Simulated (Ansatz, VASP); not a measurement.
Two plane-wave programs on WSe2

```
W Se
1.0
     3.27899    0.00000    0.00000
    -1.63949    2.83968    0.00000
     0.00000    0.00000    7.00562
W Se
1 2
Cartesian
  0.0000 0.0000 0.0000
  0.0000 1.8931 1.5185
  0.0000 1.8931 5.4871
```

Alike in both runs: task single point; functional PBE; dispersion D3(BJ); k mesh 9 × 9 × 4; occupations gaussian, width 0.05 eV; no spin polarisation.

|  | VASP | Ansatz |
| --- | --- | --- |
| version | VASP 6.6.1 | Ansatz 0.2.0 |
| potentials or method | VASP PAW PBE potentials, release 64 (W_sv, Se), cutoff 520 eV | scalar-relativistic, plane waves, PAW |
| valence electrons in the cell | 26 | 46 |

Ansatz gave:

```
gap on the k mesh at the Fermi level (eV)                     : 0.58
least direct gap on the mesh (eV)                             : 1.27
pressure (GPa)                                                : 16.3
traceless stress, the component that is largest in VASP (GPa) : 9.72
rms of the force components (eV/Å)                            : 1.741
```

Which values does VASP return?

gap on the k mesh at the Fermi level (eV): 0.56; least direct gap on the mesh (eV): 1.27; pressure (GPa): 16.8; traceless stress, the component that is largest in VASP (GPa): 9.83; rms of the force components (eV/Å): 1.778.

Atom by atom the forces differ by 0.038 eV/Å (rms over components). VASP's potentials hold 26 valence electrons a cell and Ansatz's 46, so a difference there can come from the potentials and not from the codes.

Neither program's run includes spin-orbit coupling.
